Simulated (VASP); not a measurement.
Crystal: SnSe.

```
CELL_PARAMETERS angstrom
5.09972 0.00000 0.00000
-2.54986 4.41649 0.00000
0.00000 0.00000 6.12453
ATOMIC_POSITIONS crystal
Sn 0.33333 0.66667 0.25000
Sn 0.66667 0.33333 0.75000
Se 0.66667 0.33333 0.25000
Se 0.33333 0.66667 0.75000
```

- Program: VASP 6.6.1
- Task: relaxation of cell and atoms
- Functional: PBEsol
- Potentials or basis: VASP PAW PBE potentials, release 64 (Sn_d, Se)
- Cutoff: 600 eV
- k mesh: 6 × 6 × 4
- Occupations: fermi-dirac, width 0.02 eV
- Spin: no spin polarisation

At the start: pressure -1.9 GPa; volume 34.49 Å³/atom.

Problem. How do energy, volume and symmetry change on relaxing?

Solution. Over 11 steps the energy falls by 10.9 meV/atom and the volume is 32.76 Å³/atom (-5.0 %); space group P6_3/mmc (No. 194, to 0.1 Å) before and after.

The path:
```tsv
step	energy change (eV)	largest force (eV/Å)	pressure (GPa)	volume (Å³)
1	0.0000	0.0000	-1.93	137.94
2	-0.0420	0.0000	0.41	129.81
3	-0.0436	0.0000	0.01	131.05
4	-0.0436	0.0000	-0.05	131.19
5	-0.0436	0.0000	-0.04	131.17
6	-0.0436	0.0000	-0.04	131.17
7	-0.0436	0.0000	-0.03	131.16
8	-0.0436	0.0000	-0.03	131.17
9	-0.0436	0.0000	-0.03	131.17
10	-0.0436	0.0000	-0.04	131.17
11	-0.0436	0.0000	0.01	131.05
```

Final structure:
```cif
data_structure
_symmetry_space_group_name_H-M 'P 1'
_symmetry_Int_Tables_number 1
_cell_length_a 5.0162
_cell_length_b 5.0162
_cell_length_c 6.0138
_cell_angle_alpha 90.000
_cell_angle_beta 90.000
_cell_angle_gamma 120.000
_cell_volume 131.05
loop_
_atom_site_label
_atom_site_type_symbol
_atom_site_fract_x
_atom_site_fract_y
_atom_site_fract_z
_atom_site_occupancy
Sn1 Sn 0.33333 0.66667 0.25000 1
Sn2 Sn 0.66667 0.33333 0.75000 1
Se1 Se 0.66667 0.33333 0.25000 1
Se2 Se 0.33333 0.66667 0.75000 1
```

Caveat: the PAW data sets were made with another functional, which shifts forces and pressure a little.
